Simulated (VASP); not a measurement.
# Sc2SbP3: single point with PBE

Crystal: Sc2SbP3.

```
Sc Sb P
1.0
     2.32915    1.34474    6.46906
    -2.32915    1.34474    6.46906
     0.00000   -2.68947    6.46906
Sc Sb P
2 1 3
Cartesian
  0.0000 0.0000 8.0218
  0.0000 0.0000 11.3854
  0.0000 0.0000 0.0000
  -1.1646 0.6724 3.2345
  0.0000 -1.3447 3.2345
  1.1646 0.6724 3.2345
```

The cell was generated, and may not be a known phase.

| Item | Value |
| --- | --- |
| Program | VASP 6.6.1 |
| Task | single point |
| Functional | PBE |
| Potentials or basis | VASP PAW PBE potentials, release 64 (Sc_sv, Sb, P) |
| Cutoff | 520 eV |
| k mesh | 6 × 6 × 6 |
| Occupations | gaussian, width 0.1 eV |
| Spin | no spin polarisation |
| Dipole correction | no |
| Further INCAR settings | ALGO = Normal; EDIFF = 1e-07; NBANDS = 30 |

```
Pressure               : 0.0 GPa
Largest force          : 0.032 eV/Å
Band gap on the k mesh : zero (bands 21 and 22 overlap by 1.23 eV)
```

Forces in eV/Å, atoms in the order of the input:
```
Sc   0.000  0.000 -0.032
Sc   0.000  0.000  0.032
Sb   0.000  0.000  0.000
P    0.000  0.000  0.000
P    0.000  0.000  0.000
P    0.000  0.000  0.000
```

Levels at points of the mesh, in eV from the Fermi level:
| k point | band 18 | band 19 | band 20 | band 21 | band 22 | band 23 | band 24 | band 25 |
| --- | --- | --- | --- | --- | --- | --- | --- | --- |
| (0.00, 0.00, 0.00) | -2.15 | -0.73 | 0.64 | 0.87 | 0.87 | 1.00 | 1.00 | 1.85 |
| (0.50, 0.00, 0.00) | -1.39 | -0.66 | -0.63 | -0.34 | -0.23 | 0.56 | 0.63 | 1.27 |
| (0.50, 0.50, 0.00) | -1.52 | -0.63 | -0.58 | -0.34 | 0.25 | 0.26 | 1.20 | 1.30 |
| (0.50, 0.50, 0.50) | -1.09 | -1.09 | -1.06 | -1.06 | -0.36 | 1.65 | 1.65 | 1.69 |

Run time: 3.1 min on 1 thread of Intel(R) Xeon(R) 6975P-C (Granite Rapids), on a shared host, peak memory 0.41 GiB.

Caveat: spin-orbit coupling is left out, which moves the levels of the heavy elements.
